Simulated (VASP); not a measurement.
# Be2Rh (R-3m) in VASP: a series of runs, part 2 of 2

VASP 6.6.1. The steps go on from the part before.

## 4. Relaxation of cell and atoms, PBE

INCAR reads:

```
SYSTEM = Be2Rh
PREC = Accurate
ENCUT = 600
EDIFF = 1E-6
ISMEAR = 0
SIGMA = 0.1
LREAL = .FALSE.
LASPH = .TRUE.
NELM = 80
ALGO = Normal
ISIF = 3
LWAVE = .FALSE.
LCHARG = .FALSE.
GGA = PE
IBRION = 2
NSW = 90
EDIFFG = -0.04
```

KPOINTS reads:

```
regular mesh
0
G
  6 6 6
  0 0 0
```

POSCAR reads:

```
Be2Rh
1.0
    1.4041317216      0.8106758274      4.2408369942
   -1.4041317216      0.8106758274      4.2408369942
    0.0000000000     -1.6213516549      4.2408369942
Be Rh
2 1
Direct
    0.7500000000      0.7500000000      0.7500000000
    0.2500000000      0.2500000000      0.2500000000
    0.0000000000      0.0000000000      0.0000000000
```

Potentials or basis: VASP PAW PBE potentials, release 64 (Be, Rh_pv).

On the command line:

```bash
> cat potpaw_PBE.64/Be/POTCAR potpaw_PBE.64/Rh_pv/POTCAR > POTCAR
> mpirun -np 1 vasp_std > vasp.out
```

OUTCAR:

```text
SYSTEM = Be2Rh
   PREC = Accurate
   ENCUT = 600
   EDIFF = 1E-6
   ISMEAR = 0
   LREAL = .FALSE.
   LASPH = .TRUE.
   NELM = 80
   ISIF = 3
   GGA = PE
   IBRION = 2
   NSW = 90
   EDIFFG = -0.04

 ion  position               nearest neighbor table
   1  0.750  0.750  0.750-   3 1.94   3 1.94   3 1.94
   2  0.250  0.250  0.250-   3 1.94   3 1.94   3 1.94
   3  0.000  0.000  0.000-   1 1.94   2 1.94   1 1.94   1 1.94   2 1.94   2 1.94

  LATTYP: Found a trigonal (rhomboedric) cell.
 ALAT       =     4.5402069997
 COS(alpha) =     0.8087090652

  Lattice vectors:

 A1 = (   1.4041317216,   0.8106758274,   4.2408369942)
 A2 = (  -1.4041317216,   0.8106758274,   4.2408369942)
 A3 = (   0.0000000000,  -1.6213516549,   4.2408369942)

Analysis of symmetry for initial positions (statically):
=====================================================================
 Subroutine PRICEL returns:
 Original cell was already a primitive cell.

 Routine SETGRP: Setting up the symmetry group for a
 trigonal (rhombohedral) supercell.

 Subroutine GETGRP returns: Found 12 space group operations
 (whereof 12 operations were pure point group operations)
 out of a pool of 12 trial point group operations.

The static configuration has the point symmetry D_3d.

Analysis of symmetry for dynamics (positions and initial velocities):
=====================================================================
 Subroutine PRICEL returns:
 Original cell was already a primitive cell.

 Routine SETGRP: Setting up the symmetry group for a
 trigonal (rhombohedral) supercell.

 Subroutine GETGRP returns: Found 12 space group operations
 (whereof 12 operations were pure point group operations)
 out of a pool of 12 trial point group operations.

The dynamic configuration has the point symmetry D_3d.

 Subroutine INISYM returns: Found 12 space group operations
 (whereof 12 operations are pure point group operations),
 and found     1 'primitive' translations

----------------------------------------------------------------------------------------

                                     Primitive cell

  volume of cell :      28.9640

  direct lattice vectors                    reciprocal lattice vectors
     1.404131722  0.810675827  4.240836994     0.356091948  0.205589782  0.078600836
    -1.404131722  0.810675827  4.240836994    -0.356091948  0.205589782  0.078600836
     0.000000000 -1.621351655  4.240836994     0.000000000 -0.411179564  0.078600836

  length of vectors
     4.540207000  4.540207000  4.540207000     0.418624803  0.418624803  0.418624803

  position of ions in fractional coordinates (direct lattice)
     0.750000000  0.750000000  0.750000000
     0.250000000  0.250000000  0.250000000
     0.000000000  0.000000000  0.000000000

  ion indices of the primitive-cell ions
   primitive index   ion index
                 1           1
                 2           2
                 3           3

----------------------------------------------------------------------------------------

 KPOINTS: regular mesh

Automatic generation of k-mesh.
 Grid dimensions read from file:
 generate k-points for:    6    6    6

 Generating k-lattice:

[... 60 lines left out ...]
   NELM   =     80;   NELMIN=  2; NELMDL= -5     # of ELM steps
   EDIFF  = 0.1E-05   stopping-criterion for ELM
   LREAL  =      F    real-space projection
   EDIFFG = -.4E-01   stopping-criterion for IOM
   NSW    =     90    number of steps for IOM
   IBRION =      2    ionic relax: 0-MD 1-quasi-New 2-CG
   NFREE  =      1    steps in history (QN), initial steepest desc. (CG)
   ISIF   =      3    stress and relaxation
   ISYM   =      2    0-nonsym 1-usesym 2-fastsym
   POTIM  = 0.5000    time-step for ionic-motion
   TEBEG  =    0.0;   TEEND  =   0.0 temperature during run
   PSTRESS=    0.0 pullay stress
   NELECT =      19.0000    total number of electrons
   NUPDOWN=      -1.0000    fix difference up-down
   EMIN   =  10.00;   EMAX   =-10.00  energy-range for DOS
   EFERMI =   0.00;   METHOD = LEGACY
   ISMEAR =     0;   SIGMA  =   0.10  broadening in eV -4-tet -1-fermi 0-gaus
   EFERMI_NEDOS =   21; number of points for ismear=-14 and -15
   IALGO  =     38    algorithm
   IMIX   =      4    mixing-type and parameters
     AMIX     =   0.40;   BMIX     =  1.00
     AMIX_MAG =   1.60;   BMIX_MAG =  1.00
  volume/ion in A,a.u.               =       9.65        65.15
  Fermi-wavevector in a.u.,A,eV,Ry     =   1.422460  2.688060 27.529926  2.023392
  Thomas-Fermi vector in A             =   2.543161
   LORBIT       =      0    0 simple, 1 ext, 2 COOP (PROOUT), +10 PAW based schemes
   GGA     = PE    functional components
   LHFCALC =     F    Hartree Fock is set to
   AEXX    =    0.0000 exact exchange contribution
   IVDW    =     0    specifies the selected vdW correction
   LEPSILON=     F    determine dielectric tensor
   LRPA    =     F    only Hartree local field effects (RPA)
 conjugate gradient relaxation of ions
 non-spin polarized calculation
 Gauss-broadening in eV      SIGMA  =   0.10
  energy-cutoff  :      600.00
  volume of cell :       28.96
 maximum number of plane-waves:       986
   NGX = 19   NGY = 19   NGZ = 19

--------------------------------------- Ionic step        1  -------------------------------------------

 number of electron      18.9999999 magnetization

 Free energy of the ion-electron system (eV)
  ---------------------------------------------------
  ext. energy  EPLUGINS =         0.00000000
  ---------------------------------------------------
  free energy    TOTEN  =       -11.44242962 eV

  energy without entropy =      -11.43393040  energy(sigma->0) =      -11.43818001

------------------------ aborting loop because EDIFF is reached ----------------------------------------

  FORCE on cell =-STRESS in cart. coord.  units (eV):
  Direction    XX          YY          ZZ          XY          YZ          ZX
  --------------------------------------------------------------------------------------
  -------------------------------------------------------------------------------------
  Total       15.0744323     15.0744323     12.5570450      0.0000000     -0.0000000      0.0000000
  in kB      833.8609644    833.8609644    694.6085587      0.0000000     -0.0000000      0.0000000
  external PRESSURE =     787.4434958 kB  Pullay stress =       0.0000000 kB
[... 24 lines left out ...]
--------------------------------------- Ionic step        2  -------------------------------------------

 number of electron      18.9999997 magnetization

 E-fermi :   3.0599     XC(G=0):  -9.5211

 val. band max:        2.8985839261   @ k =   0.3333   0.1667   0.0000
 cond. band min:       3.0796852186   @ k =   0.1667   0.0000  -0.0000
 fundamental gap:      0.1811012925
 Fermi energy:         3.0599118248

 k-point     1 :       0.0000    0.0000    0.0000
  band No.  band energies     occupation
      1     -42.4887      2.00000
      2     -42.3913      2.00000
      3     -42.3913      2.00000
      4      -3.2327      2.00000
      5       0.2355      2.00000
      6       1.6029      2.00000
      7       1.6029      2.00000
      8       2.2247      2.00000
      9       2.2247      2.00000
     10       2.2627      2.00000
     11       3.9065      0.00000
     12       9.4036      0.00000
     13       9.4036      0.00000
[... 435 lines left out ...]
  FREE ENERGIE OF THE ION-ELECTRON SYSTEM (eV)
  ---------------------------------------------------
  free  energy   TOTEN  =       -14.4108701710 eV

  energy  without entropy=      -14.4083763421  energy(sigma->0) =      -14.40962326

[... ionic steps 4 to 8 ...]

--------------------------------------- Ionic step        9  -------------------------------------------

 number of electron      18.9999999 magnetization

------------------------ aborting loop because EDIFF is reached ----------------------------------------
[... 69 lines left out ...]
--------------------------------------- Ionic step       11  -------------------------------------------

 number of electron      19.0000000 magnetization

 Free energy of the ion-electron system (eV)
  ---------------------------------------------------
  ext. energy  EPLUGINS =         0.00000000
  ---------------------------------------------------
  free energy    TOTEN  =       -15.20007189 eV

  energy without entropy =      -15.19691573  energy(sigma->0) =      -15.19849381

 E-fermi :   7.9339     XC(G=0): -11.7323

 val. band max:        7.6533985873   @ k =  -0.1667   0.1667   0.1667
 cond. band min:       8.0096543739   @ k =   0.5000   0.0000   0.0000
 fundamental gap:      0.3562557867
 Fermi energy:         7.9338517731

 k-point     1 :       0.0000    0.0000    0.0000
  band No.  band energies     occupation
      1     -38.6449      2.00000
      2     -38.4298      2.00000
      3     -38.4298      2.00000
      4      -1.0757      2.00000
      5       2.4753      2.00000
      6       5.1314      2.00000
      7       5.1314      2.00000
      8       5.9150      2.00000
      9       6.5506      2.00000
     10       6.5506      2.00000
     11       8.4107      0.00000
     12      17.3205      0.00000
     13      17.3205      0.00000
[... 398 lines left out ...]
  FREE ENERGIE OF THE ION-ELECTRON SYSTEM (eV)
  ---------------------------------------------------
  free  energy   TOTEN  =       -15.2000718887 eV

  energy  without entropy=      -15.1969157293  energy(sigma->0) =      -15.19849381

 reached required accuracy - stopping structural energy minimisation
```

OSZICAR:

```text
N       E                     dE             d eps       ncg     rms          rms(c)
DAV:   1     0.156548684289E+03    0.15655E+03   -0.11982E+04   840   0.158E+03
DAV:   2    -0.890936987087E+01   -0.16546E+03   -0.15987E+03   887   0.411E+02
DAV:   3    -0.121090075195E+02   -0.31996E+01   -0.31708E+01  1112   0.661E+01
DAV:   4    -0.121354539021E+02   -0.26446E-01   -0.26441E-01   915   0.601E+00
[... 110 lines left out ...]
DAV:   2    -0.152018290374E+02    0.93387E-03   -0.37443E-02   912   0.191E+00    0.293E-01
DAV:   3    -0.152000728193E+02    0.17562E-02   -0.61335E-03   852   0.826E-01    0.376E-02
DAV:   4    -0.152000720567E+02    0.76251E-06   -0.20805E-04   967   0.108E-01    0.142E-02
DAV:   5    -0.152000715218E+02    0.53499E-06   -0.28929E-05   887   0.558E-02    0.891E-03
DAV:   6    -0.152000718887E+02   -0.36692E-06   -0.48205E-06   892   0.251E-02
  11 F= -.15200072E+02 E0= -.15198494E+02  d E =-.308206E-03
```

Run time: 7.3 min. Hardware: 1 thread of AMD EPYC, shared host; peak memory 0.19 GiB.

Results:

- Free energy: -15.2001 eV
- Relaxed volume: 10.71 Å³/atom
- Relaxed cell: a = 4.836 Å, b = 4.836 Å, c = 4.836 Å, α = 34.35°, β = 34.35°, γ = 34.35°
- Space group after relaxing (to 0.05 Å): R-3m (No. 166)
- Energy gained by relaxing: 1252.5 meV/atom
- Ionic steps: 11
- Pressure after relaxing: -0.1 GPa
- Largest force after relaxing: 0.015 eV/Å

Forces on the atoms (eV/Å):
```
Be   0.000  0.000  0.015
Be   0.000  0.000 -0.015
Rh   0.000  0.000  0.000
```

Stress tensor (GPa, compression positive):
```
 0.04  0.00  0.00
 0.00  0.04  0.00
 0.00  0.00 -0.25
```

Step by step:
| step | energy change (eV) | largest force (eV/Å) | pressure (GPa) | volume (Å³) |
| --- | --- | --- | --- | --- |
| 1 | 0.0000 | 7.1260 | 78.74 | 28.96 |
| 2 | -1.0024 | 0.6621 | -26.78 | 53.74 |
| 3 | -2.9684 | 1.2845 | -11.11 | 39.49 |
| 4 | -2.9870 | 1.5136 | -8.76 | 38.73 |
| 5 | -2.9892 | 1.6980 | -6.69 | 38.16 |
| 6 | -3.3427 | 1.4033 | -6.38 | 36.22 |
| 7 | -3.7560 | 0.1384 | -1.04 | 32.26 |
| 8 | -3.7561 | 0.0176 | -1.53 | 32.43 |
| 9 | -3.7558 | 0.1551 | 1.32 | 31.92 |
| 10 | -3.7573 | 0.0632 | -0.19 | 32.18 |
| 11 | -3.7576 | 0.0153 | -0.06 | 32.12 |

Final structure:
```yaml
crystal:
  lattice:
    - [1.42814, 0.82453, 4.54591]
    - [-1.42814, 0.82453, 4.54591]
    - [0.00000, -1.64907, 4.54591]
  atoms:
    - { symbol: Be, position: [0.78172, 0.78172, 0.78172] }
    - { symbol: Be, position: [0.21828, 0.21828, 0.21828] }
    - { symbol: Rh, position: [0.00000, 0.00000, 0.00000] }
```

Caveat: the k points lie up to 0.43 Å⁻¹ apart in the final cell.

## 5. Summary

```csv
task,cell,cutoff (eV),gap on the mesh (eV),pressure (GPa),largest force (eV/Å)
single point,"a = 4.540 Å, angles 36.0°, 3 atoms",520,none,78.8,7.13
single point,"a = 4.814 Å, angles 34.6°, 3 atoms",520,none,0.1,0.01
relaxation of cell and atoms,"relaxed from a = 4.540 Å, angles 36.0°, 3 atoms",600,none,-0.1,0.02
```

Alike in all rows: level PBE; potentials or basis VASP PAW PBE potentials, release 64 (Be, Rh_pv); no spin polarisation; k mesh 6 × 6 × 6; smearing gaussian 0.1 eV.

Caveats: all runs use coarse meshes; forces of over 1 eV/Å act on the atoms, so gaps and moduli don't describe the material at rest (some runs).

Total energies depend on the potentials used, so only differences within one code and one set of settings carry meaning.
